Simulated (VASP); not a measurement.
Wanted: the native input for a VASP 6.6.1 run.

| Quantity | Value |
| --- | --- |
| Task | single point |
| Functional | BLYP |
| Potentials or basis | VASP PAW PBE potentials, release 64 (Li_sv, Mg, B, N) |
| Cutoff | 520 eV |
| k mesh | 2 × 2 × 2 |
| Occupations | tetrahedron |
| Spin | no spin polarisation |
| Dipole correction | no |
| Further INCAR settings | ALGO = Normal; EDIFF = 1e-06; NBANDS = 17 |

The structure of LiMgBN2 lies in POSCAR:

```
LiMgBN2
1.0
   -1.9096560000      1.9096560000      4.4435220000
    1.9096560000     -1.9096560000      4.4435220000
    1.9096560000      1.9096560000     -4.4435220000
Li Mg B N
1 1 1 2
Direct
    0.2500000000      0.7500000000      0.5000000000
    0.7500000000      0.2500000000      0.5000000000
    0.5000000000      0.5000000000      0.0000000000
    0.6512635000      0.6512635000      0.0000000000
    0.3487365000      0.3487365000      0.0000000000
```

One way to write it, as run:

INCAR

```
SYSTEM = LiMgBN2
AGGAC = 1.0 ; AGGAX = 1.0
ALDAC = 0.0 ; ALDAX = 1.0
ALGO = Normal ; EDIFF = 1E-6
ENCUT = 520 ; GGA = B5
ISIF = 2 ; ISMEAR = -5
LASPH = .True. ; LCHARG = .False.
LREAL = .False. ; LWAVE = .False.
NBANDS = 17 ; NELM = 80
PREC = Accurate ; SIGMA = 0.1
```

KPOINTS

```
k-points
0
Gamma
  2 2 2
  0 0 0
```

Potentials or basis: VASP PAW PBE potentials, release 64 (Li_sv, Mg, B, N).

The run is started by

```bash
$ cat potpaw_PBE.64/Li_sv/POTCAR potpaw_PBE.64/Mg/POTCAR potpaw_PBE.64/B/POTCAR potpaw_PBE.64/N/POTCAR > POTCAR
$ mpirun -np 1 vasp_std > vasp.out
```

Results of the run:

| Quantity | Value |
| --- | --- |
| Largest force | 0.145 eV/Å |
| Band gap on the k mesh | 2.64 eV, indirect (least direct gap 3.55 eV) |

Caveat: the k points lie up to 1.16 Å⁻¹ apart; the PAW data sets were made with another functional, which shifts forces and pressure a little.

Wall time 33 s on 1 thread of Intel Xeon 6975P-C, with other jobs on the host, peak memory 0.23 GiB.
